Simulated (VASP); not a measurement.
# Sb (Im-3m) in VASP: a series of runs, part 2 of 2

VASP 6.6.1. Earlier steps stand in the parts before.

### 3 Single point, PBE

This run uses another cell than the first one, of 34.99 Å³/atom, 1.207 times its volume.

INCAR

```
SYSTEM = Sb
  PREC = Accurate
  ENCUT = 520
  EDIFF = 1E-6
  ISMEAR = 0
  SIGMA = 0.1
  LREAL = .False.
  LASPH = .True.
  NELM = 100
  ALGO = Normal
  ISIF = 2
  LWAVE = .False.
  LCHARG = .False.
  GGA = PE
  NBANDS = 14
```

KPOINTS

```
Automatic mesh
0
Gamma
  4 4 4
  0 0 0
```

POSCAR

```
Sb
1.0
   -2.9715687574      2.9715687574      2.9715687574
    2.9715687574     -2.9715687574      2.9715687574
    2.9715687574      2.9715687574     -2.9715687574
Sb
3
Direct
    0.0000000000      0.5000000000      0.5000000000
    0.5000000000      0.0000000000      0.5000000000
    0.5000000000      0.5000000000      0.0000000000
```

Potentials or basis: VASP PAW PBE potentials, release 64 (Sb).

Run with:

```bash
$ cat potpaw_PBE.64/Sb/POTCAR > POTCAR
$ mpirun -np 1 vasp_std > vasp.out
```

OUTCAR:

```text
SYSTEM = Sb
   PREC = Accurate
   ENCUT = 520
   EDIFF = 1E-6
   ISMEAR = 0
   LREAL = .False.
   LASPH = .True.
   NELM = 100
   ISIF = 2
   GGA = PE

 ion  position               nearest neighbor table
   1  0.000  0.500  0.500-   2 2.97   3 2.97   3 2.97   2 2.97
   2  0.500  0.000  0.500-   1 2.97   3 2.97   3 2.97   1 2.97
   3  0.500  0.500  0.000-   1 2.97   2 2.97   2 2.97   1 2.97

  LATTYP: Found a body centered cubic cell.
 ALAT       =     5.9431375148

  Lattice vectors:

 A1 = (  -2.9715687574,   2.9715687574,   2.9715687574)
 A2 = (   2.9715687574,  -2.9715687574,   2.9715687574)
 A3 = (   2.9715687574,   2.9715687574,  -2.9715687574)

Analysis of symmetry for initial positions (statically):
=====================================================================
 Subroutine PRICEL returns:
 Original cell was already a primitive cell.

 Routine SETGRP: Setting up the symmetry group for a
 body centered cubic supercell.

 Subroutine GETGRP returns: Found 48 space group operations
 (whereof 48 operations were pure point group operations)
 out of a pool of 48 trial point group operations.

The static configuration has the point symmetry O_h .

Analysis of symmetry for dynamics (positions and initial velocities):
=====================================================================
 Subroutine PRICEL returns:
 Original cell was already a primitive cell.

 Routine SETGRP: Setting up the symmetry group for a
 body centered cubic supercell.

 Subroutine GETGRP returns: Found 48 space group operations
 (whereof 48 operations were pure point group operations)
 out of a pool of 48 trial point group operations.

The dynamic configuration has the point symmetry O_h .

 Subroutine INISYM returns: Found 48 space group operations
 (whereof 48 operations are pure point group operations),
 and found     1 'primitive' translations

----------------------------------------------------------------------------------------

                                     Primitive cell

  volume of cell :     104.9584

  direct lattice vectors                    reciprocal lattice vectors
    -2.971568757  2.971568757  2.971568757     0.000000000  0.168261293  0.168261293
     2.971568757 -2.971568757  2.971568757     0.168261293  0.000000000  0.168261293
     2.971568757  2.971568757 -2.971568757     0.168261293  0.168261293  0.000000000

  length of vectors
     5.146908066  5.146908066  5.146908066     0.237957402  0.237957402  0.237957402

  position of ions in fractional coordinates (direct lattice)
     0.000000000  0.500000000  0.500000000
     0.500000000  0.000000000  0.500000000
     0.500000000  0.500000000  0.000000000

  ion indices of the primitive-cell ions
   primitive index   ion index
                 1           1
                 2           2
                 3           3

----------------------------------------------------------------------------------------

 KPOINTS: Automatic mesh

Automatic generation of k-mesh.
 Grid dimensions read from file:
 generate k-points for:    4    4    4

[... 26 lines left out ...]
  0.500000  0.500000  0.250000     12.000000
  0.500000  0.500000  0.500000      1.000000
   k-points           NKPTS =      8   k-points in BZ     NKDIM =      8   number of bands    NBANDS=     14
   number of dos      NEDOS =    301   number of ions     NIONS =      3
   total plane-waves  NPLWV =  64000
   dimension x,y,z NGX =    40 NGY =   40 NGZ =   40
   dimension x,y,z NGXF=    80 NGYF=   80 NGZF=   80
   ions per type =               3
   NGX,Y,Z   is equivalent  to a cutoff of  12.92, 12.92, 12.92 a.u.
   NGXF,Y,Z  is equivalent  to a cutoff of  25.84, 25.84, 25.84 a.u.
 SYSTEM =  Sb
   PREC   = accura    normal or accurate (medium, high low for compatibility)
   ISTART =      0    job   : 0-new  1-cont  2-samecut
   ICHARG =      2    charge: 1-file 2-atom 10-const
   ISPIN  =      1    spin polarized calculation?
   LNONCOLLINEAR =      F non collinear calculations
   LSORBIT =      F    spin-orbit coupling
   LASPH  =      T    aspherical Exc in radial PAW
   ENCUT  =  520.0 eV  38.22 Ry    6.18 a.u.   9.57  9.57  9.57*2*pi/ulx,y,z
   NELM   =    100;   NELMIN=  2; NELMDL= -5     # of ELM steps
   EDIFF  = 0.1E-05   stopping-criterion for ELM
   LREAL  =      F    real-space projection
   EDIFFG = 0.1E-04   stopping-criterion for IOM
   NSW    =      0    number of steps for IOM
   IBRION =     -1    ionic relax: 0-MD 1-quasi-New 2-CG
   NFREE  =      0    steps in history (QN), initial steepest desc. (CG)
   ISIF   =      2    stress and relaxation
   ISYM   =      2    0-nonsym 1-usesym 2-fastsym
   POTIM  = 0.5000    time-step for ionic-motion
   TEBEG  =    0.0;   TEEND  =   0.0 temperature during run
   PSTRESS=    0.0 pullay stress
   NELECT =      15.0000    total number of electrons
   NUPDOWN=      -1.0000    fix difference up-down
   EMIN   =  10.00;   EMAX   =-10.00  energy-range for DOS
   EFERMI =   0.00;   METHOD = LEGACY
   ISMEAR =     0;   SIGMA  =   0.10  broadening in eV -4-tet -1-fermi 0-gaus
   EFERMI_NEDOS =   21; number of points for ismear=-14 and -15
   IALGO  =     38    algorithm
   IMIX   =      4    mixing-type and parameters
     AMIX     =   0.40;   BMIX     =  1.00
     AMIX_MAG =   1.60;   BMIX_MAG =  1.00
  volume/ion in A,a.u.               =      34.99       236.10
  Fermi-wavevector in a.u.,A,eV,Ry     =   0.855919  1.617453  9.967598  0.732598
  Thomas-Fermi vector in A             =   1.972742
   LORBIT       =      0    0 simple, 1 ext, 2 COOP (PROOUT), +10 PAW based schemes
   GGA     = PE    functional components
   LHFCALC =     F    Hartree Fock is set to
   AEXX    =    0.0000 exact exchange contribution
   IVDW    =     0    specifies the selected vdW correction
   LEPSILON=     F    determine dielectric tensor
   LRPA    =     F    only Hartree local field effects (RPA)
 non-spin polarized calculation
 Gauss-broadening in eV      SIGMA  =   0.10
  energy-cutoff  :      520.00
  volume of cell :      104.96
 maximum number of plane-waves:      2899
 NGX is ok and might be reduce to    40
   NGX = 19   NGY = 19   NGZ = 19

 number of electron      14.9999998 magnetization

 Free energy of the ion-electron system (eV)
  ---------------------------------------------------
  ext. energy  EPLUGINS =         0.00000000
  ---------------------------------------------------
  free energy    TOTEN  =       -10.56934569 eV

  energy without entropy =      -10.55843917  energy(sigma->0) =      -10.56389243

 E-fermi :   5.2793     XC(G=0):  -8.8771

 val. band max:        5.1638031548   @ k =   0.5000   0.5000   0.2500
 cond. band min:       5.3870216612   @ k =   0.2500   0.2500   0.0000
 fundamental gap:      0.2232185064
 Fermi energy:         5.2792567231

 k-point     1 :       0.0000    0.0000    0.0000
  band No.  band energies     occupation
      1      -6.6321      2.00000
      2      -1.4987      2.00000
      3      -1.4987      2.00000
      4       1.6112      2.00000
      5       1.6112      2.00000
      6       1.6112      2.00000
      7       4.9257      2.00000
      8       4.9257      2.00000
      9       4.9257      2.00000
     10       8.5897      0.00000
     11       8.5897      0.00000
     12       8.5897      0.00000
     13       9.3170      0.00000
     14      11.2488      0.00000
[... 105 lines left out ...]
      1      -4.7070      2.00000
      2      -4.7070      2.00000
      3      -0.5404      2.00000
      4       0.3661      2.00000
      5       0.3661      2.00000
      6       0.3661      2.00000
      7       6.0705      0.00000
      8       6.0705      0.00000
      9       6.0705      0.00000
     10      10.1380      0.00000
     11      11.5325      0.00000
     12      11.5325      0.00000
     13      11.5325      0.00000
     14      11.8440      0.00000

------------------------ aborting loop because EDIFF is reached ----------------------------------------

  FORCE on cell =-STRESS in cart. coord.  units (eV):
  Direction    XX          YY          ZZ          XY          YZ          ZX
  --------------------------------------------------------------------------------------
  -------------------------------------------------------------------------------------
  Total        0.0017830      0.0017830      0.0017830     -0.0000000     -0.0000000     -0.0000000
  in kB        0.0272166      0.0272166      0.0272166     -0.0000000     -0.0000000     -0.0000000
  external PRESSURE =       0.0272166 kB  Pullay stress =       0.0000000 kB

 VOLUME and BASIS-vectors are now :
 -----------------------------------------------------------------------------
  energy-cutoff  :      520.00
  volume of cell :      104.96
      direct lattice vectors                 reciprocal lattice vectors
    -2.971568757  2.971568757  2.971568757     0.000000000  0.168261293  0.168261293
     2.971568757 -2.971568757  2.971568757     0.168261293  0.000000000  0.168261293
     2.971568757  2.971568757 -2.971568757     0.168261293  0.168261293  0.000000000

 POSITION                                       TOTAL-FORCE (eV/Angst)
 -----------------------------------------------------------------------------------
      2.97157      0.00000      0.00000         0.000000     -0.000000     -0.000000
      0.00000      2.97157      0.00000        -0.000000      0.000000      0.000000
      0.00000      0.00000      2.97157         0.000000     -0.000000     -0.000000
 -----------------------------------------------------------------------------------
    total drift:                               -0.000000     -0.000000      0.000000

  FREE ENERGIE OF THE ION-ELECTRON SYSTEM (eV)
  ---------------------------------------------------
  free  energy   TOTEN  =       -10.5693456897 eV

  energy  without entropy=      -10.5584391674  energy(sigma->0) =      -10.56389243
```

It took 16 s on 1 thread of Intel Xeon 8259CL, shared host; peak memory 0.22 GiB.

Results:

```yaml
Free_energy: -10.5693 eV
Pressure: 0.0 GPa
```

Levels at points of the mesh, in eV from the Fermi level:
| k point | band 4 | band 5 | band 6 | band 7 | band 8 | band 9 | band 10 | band 11 |
| --- | --- | --- | --- | --- | --- | --- | --- | --- |
| (0.00, 0.00, 0.00) | -3.67 | -3.67 | -3.67 | -0.35 | -0.35 | -0.35 | 3.31 | 3.31 |
| (0.50, 0.00, 0.00) | -4.07 | -2.10 | -1.10 | -0.83 | 0.14 | 0.55 | 1.27 | 1.87 |
| (0.50, 0.50, 0.50) | -4.91 | -4.91 | -4.91 | 0.79 | 0.79 | 0.79 | 4.86 | 6.25 |

Caveat: the k points lie up to 0.37 Å⁻¹ apart; spin-orbit coupling is left out, which moves the levels of the heavy elements.

### 4 Relaxation of cell and atoms, PBE

INCAR

```
SYSTEM = Sb
  PREC = Accurate
  ENCUT = 600
  EDIFF = 1E-6
  ISMEAR = 0
  SIGMA = 0.1
  LREAL = .False.
  LASPH = .True.
  NELM = 60
  ALGO = Normal
  ISIF = 3
  LWAVE = .False.
  LCHARG = .False.
  GGA = PE
  IBRION = 2
  NSW = 90
  EDIFFG = -0.04
```

KPOINTS

```
regular mesh
0
Gamma
  4 4 4
  0 0 0
```

POSCAR

```
Sb
1.0
   -2.7911526100      2.7911526100      2.7911526100
    2.7911526100     -2.7911526100      2.7911526100
    2.7911526100      2.7911526100     -2.7911526100
Sb
3
Direct
    0.0000000000      0.5000000000      0.5000000000
    0.5000000000      0.0000000000      0.5000000000
    0.5000000000      0.5000000000      0.0000000000
```

Run with:

```bash
$ cat potpaw_PBE.64/Sb/POTCAR > POTCAR
$ mpirun -np 1 vasp_std > vasp.out
```

Run time: 53 s. Hardware: 1 thread of Intel Xeon 8259CL, shared host; peak memory 0.24 GiB.

It converged, with:

```
Free energy                            : -10.5689 eV
Relaxed volume                         : 35.03 Å³/atom
Relaxed cell                           : a = 5.149 Å, b = 5.149 Å, c = 5.149 Å, α = 109.47°, β = 109.47°, γ = 109.47°
Space group after relaxing (to 0.05 Å) : Im-3m (No. 229)
Energy gained by relaxing              : 190.6 meV/atom
Ionic steps                            : 3
Pressure after relaxing                : -0.1 GPa
```

The path:
```csv
step,energy change (eV),largest force (eV/Å),pressure (GPa),volume (Å³)
1,0.0000,0.0000,11.78,86.98
2,-0.4312,0.0000,-3.46,116.66
3,-0.5718,0.0000,-0.05,105.09
```

Final structure:
```yaml
crystal:
  lattice:
    - [-2.97280, 2.97280, 2.97280]
    - [2.97280, -2.97280, 2.97280]
    - [2.97280, 2.97280, -2.97280]
  atoms:
    - { symbol: Sb, position: [0.00000, 0.50000, 0.50000] }
    - { symbol: Sb, position: [0.50000, 0.00000, 0.50000] }
    - { symbol: Sb, position: [0.50000, 0.50000, 0.00000] }
```

Levels at points of the mesh, in eV from the Fermi level:
| k point | band 3 | band 4 | band 5 | band 6 | band 7 | band 8 | band 9 | band 10 | band 11 |
| --- | --- | --- | --- | --- | --- | --- | --- | --- | --- |
| (0.00, 0.00, 0.00) | -6.78 | -3.66 | -3.66 | -3.66 | -0.35 | -0.35 | -0.35 | 3.31 | 3.31 |
| (0.50, 0.00, 0.00) | -7.58 | -4.06 | -2.09 | -1.10 | -0.83 | 0.13 | 0.54 | 1.26 | 1.87 |
| (0.50, 0.50, 0.50) | -5.82 | -4.91 | -4.91 | -4.91 | 0.79 | 0.79 | 0.79 | 4.86 | 6.25 |

Caveat: the k points lie up to 0.37 Å⁻¹ apart in the final cell; the volume moved by over 15 % at a fixed basis, so the end points are rough; spin-orbit coupling is left out, which moves the levels of the heavy elements.

### 5 Overview

| task | cell | cutoff (eV) | gap on the mesh (eV) | pressure (GPa) |
| --- | --- | --- | --- | --- |
| single point | a = 4.834 Å, angles 109.5°, 3 atoms | 520 | none | 11.8 |
| single point | a = 5.147 Å, angles 109.5°, 3 atoms | 520 | none | 0.0 |
| relaxation of cell and atoms | relaxed from a = 4.834 Å, angles 109.5°, 3 atoms | 600 | none | -0.1 |

Alike in all rows: level PBE; potentials or basis VASP PAW PBE potentials, release 64 (Sb); no spin polarisation; k mesh 4 × 4 × 4; smearing gaussian 0.1 eV.

Caveats: all runs use coarse meshes; spin-orbit coupling is left out, which moves the levels of the heavy elements; the volume moved by over 15 % at a fixed basis, so the end points are rough (some runs).

Absolute energies hang on the potentials; compare differences alone.
